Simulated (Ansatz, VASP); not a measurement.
One calculation of AlNi, two programs

File INCAR:

```
PREC = Accurate ; ENCUT = 520
EDIFF = 1E-6 ; ISMEAR = 0
SIGMA = 0.15 ; LREAL = False
LASPH = True ; NELM = 80
ALGO = Fast ; ISIF = 2
LWAVE = False ; LCHARG = False
GGA = PE ; NBANDS = 14
```

The input KPOINTS:

```
regular mesh
0
Gamma
  16 16 16
```

The input POSCAR:

```
AlNi
1.0
    2.8927237805      0.0000000000      0.0000000000
    0.0000000000      2.8927237805      0.0000000000
    0.0000000000      0.0000000000      2.8927237805
Al Ni
1 1
Direct
   -0.0345694949      0.0000000000      0.0000000000
    0.5158917043      0.5000000000      0.5000000000
```

Input for Ansatz:

```yaml
crystal:
  lattice:
    - [2.8927237805, 0.0, 0.0]
    - [0.0, 2.8927237805, 0.0]
    - [0.0, 0.0, 2.8927237805]
  atoms:
    - { symbol: Al, position: [-0.0345694949, 0.0, 0.0] }
    - { symbol: Ni, position: [0.5158917043, 0.5, 0.5] }
basis:
  ecutwfc: 520.0
kpoints:
  mp_grid: { grid: [16, 16, 16] }
hamiltonian:
  xc: pbe
  pseudopotentials: { kind: paw, azcp: { folder: soft_1 } }
scf:
  occupations: { method: gaussian, width: 0.15 }
output:
  forces: true
  stress: true
  eigenvalues: true
```

Change from the starting cell: mode 4 frozen in at -0.100 Å and mode 5 at +0.000 Å (largest displacements).

Alike in both runs: task single point; functional PBE; k mesh 16 × 16 × 16; occupations gaussian, width 0.15 eV; no spin polarisation.

|  | VASP | Ansatz |
| --- | --- | --- |
| version | VASP 6.6.1 | Ansatz 0.2.0 |
| potentials or method | VASP PAW PBE potentials, release 64 (Al, Ni), cutoff 520 eV | scalar-relativistic, plane waves, PAW |
| valence electrons in the cell | 13 | 21 |

|  | VASP | Ansatz | Ansatz less VASP |
| --- | --- | --- | --- |
| gap on the k mesh at the Fermi level (eV) | none | none | - |
| pressure (GPa) | 1.3 | 1.3 | +0.06 |
| traceless stress, the component that is largest in VASP (GPa) | -0.67 | -0.66 | +0.008 |
| rms of the force components (eV/Å) | 0.481 | 0.477 | -0.0031 |

Atom by atom the forces differ by 0.003 eV/Å (rms over components). A gap of «none» marks a metal or a gap that the smearing closes. With one functional, cell and mesh, what is left measures potentials, basis and numerics. VASP's potentials hold 13 valence electrons a cell and Ansatz's 21, so a difference there can come from the potentials and not from the codes.
